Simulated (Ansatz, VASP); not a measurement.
# One calculation of La, two programs

```
CELL_PARAMETERS angstrom
-2.11274 2.11274 2.11274
2.11274 -2.11274 2.11274
2.11274 2.11274 -2.11274
ATOMIC_POSITIONS crystal
La 0.00000 0.00000 0.00000
```

Alike in both runs: functional PBE; k mesh 13 × 13 × 13; occupations fermi-dirac, width 0.05 eV; no spin polarisation.

Ansatz relaxed the structure, and its values are those at the end. VASP's run is a single point on that final structure, the one shown.

|  | VASP | Ansatz |
| --- | --- | --- |
| version | VASP 6.6.1 | Ansatz 0.2.0 |
| potentials or method | VASP PAW PBE potentials, release 64 (La) | PAW with Ansatz's default frozen-core files, scalar-relativistic |
| plane-wave cutoff (eV) | 520 | 420 |
| valence electrons in the cell | 11 | 11 |

|  | VASP | Ansatz | Ansatz less VASP |
| --- | --- | --- | --- |
| pressure (GPa) | 0.0 | 0.0 | -0.04 |

With one functional, cell and mesh, what is left measures potentials, basis and numerics.

Spin-orbit coupling is off throughout.
